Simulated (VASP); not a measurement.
## Cd: single point with PBEsol

Cd:

```
Cd
1.0
     2.97887    0.00000    0.00000
    -1.48944    2.57978    0.00000
     0.00000    0.00000    5.61765
Cd
2
Direct
  0.66667 0.33333 0.75000
  0.33333 0.66667 0.25000
```

* Program: VASP 6.6.1
* Task: single point
* Functional: PBEsol
* Potentials or basis: VASP PAW PBE potentials, release 64 (Cd)
* Cutoff: 520 eV
* k mesh: 10 × 10 × 5
* Occupations: fermi-dirac, width 0.05 eV
* Spin: no spin polarisation
* Dipole correction: no
* Further INCAR settings: ALGO = Normal; EDIFF = 1e-07; NBANDS = 19

```json
{"Pressure": "-1.2 GPa", "Band gap on the k mesh": "zero (band 12 reaches 3.81 eV, above the bottom of band 13 at -0.25 eV)"}
```

Stress tensor (GPa, compression positive):
```
-0.96  0.00  0.00
 0.00 -0.96  0.00
 0.00  0.00 -1.79
```

Levels at points of the mesh, in eV from the Fermi level:
```
           k point  band 8  band 9  band 10  band 11  band 12  band 13  band 14  band 15  band 16  band 17
(0.00, 0.00, 0.00)   -8.52   -8.52    -8.27    -8.27    -2.93    -2.89    10.69    14.60    14.99    14.99
(0.50, 0.00, 0.00)   -8.30   -8.00    -7.98    -2.22    -1.72     2.11     3.15     3.30     5.38     8.50
```

It took 22 s on 1 thread of Intel(R) Xeon(R) Platinum 8375C CPU @ 2.90GHz (Ice Lake), on a shared host, peak memory 0.17 GiB.

Caveat: the PAW data sets were made with another functional, which shifts forces and pressure a little.
